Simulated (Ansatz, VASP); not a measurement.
# Two plane-wave programs on SiC

POSCAR

```
SiC
1.0
    3.0759836412      0.0000000000      0.0000000000
   -1.5379918206      2.6638799749      0.0000000000
    0.0000000000      0.0000000000      5.0478375069
Si C
2 2
Direct
    0.3333333333      0.6666666667     -0.0004104652
    0.6666666667      0.3333333333      0.4995895348
    0.3333333333      0.6666666667      0.3754104652
    0.6666666667      0.3333333333      0.8754104652
```

The input INCAR.step1:

```
PREC = Accurate ; ENCUT = 520
ISMEAR = 0 ; SIGMA = 0.01
LREAL = F ; LASPH = T
NELM = 80 ; NBANDS = 16
GGA = PE ; ALGO = Normal
EDIFF = 1E-4 ; LWAVE = T
LCHARG = F
```

INCAR.step2

```
PREC = Accurate ; ENCUT = 520
EDIFF = 1E-6 ; ISMEAR = 0
SIGMA = 0.01 ; LREAL = F
LASPH = T ; NELM = 80
ALGO = Normal ; ISIF = 2
LWAVE = F ; LCHARG = F
METAGGA = R2SCAN ; LMIXTAU = T
NBANDS = 16 ; ISTART = 1
```

Contents of KPOINTS:

```
Automatic mesh
0
Gamma
  12 12 6
```

Input for Ansatz:

```yaml
crystal:
  lattice:
    - [3.0759836412, 0.0, 0.0]
    - [-1.5379918206, 2.6638799749, 0.0]
    - [0.0, 0.0, 5.0478375069]
  atoms:
    - { symbol: Si, position: [0.3333333333, 0.6666666667, -0.0004104652] }
    - { symbol: Si, position: [0.6666666667, 0.3333333333, 0.4995895348] }
    - { symbol: C, position: [0.3333333333, 0.6666666667, 0.3754104652] }
    - { symbol: C, position: [0.6666666667, 0.3333333333, 0.8754104652] }
basis:
  ecutwfc: 500
  xc_grid: 2
kpoints:
  mp_grid: { grid: [12, 12, 6] }
hamiltonian:
  xc: r2scan
  pseudopotentials: { kind: paw, azcp: { folder: soft_1 } }
scf:
  occupations: { method: fixed }
output:
  forces: true
  stress: true
  eigenvalues: true
  polarization: {}
```

Change from the starting cell: polar distortion scaled by 1.00.

Alike in both runs: task single point; functional r2SCAN; k mesh 12 × 12 × 6; no spin polarisation.

```csv
,VASP,Ansatz
version,VASP 6.6.1,Ansatz 0.2.0
potentials or method,"VASP PAW PBE potentials, release 64 (Si, C), cutoff 520 eV","scalar-relativistic, plane waves, PAW"
occupations,"gaussian, width 0.01 eV",fixed
valence electrons in the cell,16,16
```

|  | VASP | Ansatz | Ansatz less VASP |
| --- | --- | --- | --- |
| gap on the k mesh at the Fermi level (eV) | 2.66 | 2.65 | -0.008 |
| least direct gap on the mesh (eV) | 4.48 | 4.47 | -0.006 |
| pressure (GPa) | -0.3 | 0.0 | +0.22 |
| traceless stress, the component that is largest in VASP (GPa) | 0.12 | 0.11 | -0.010 |

VASP's potentials were made for PBE, not for r2SCAN.
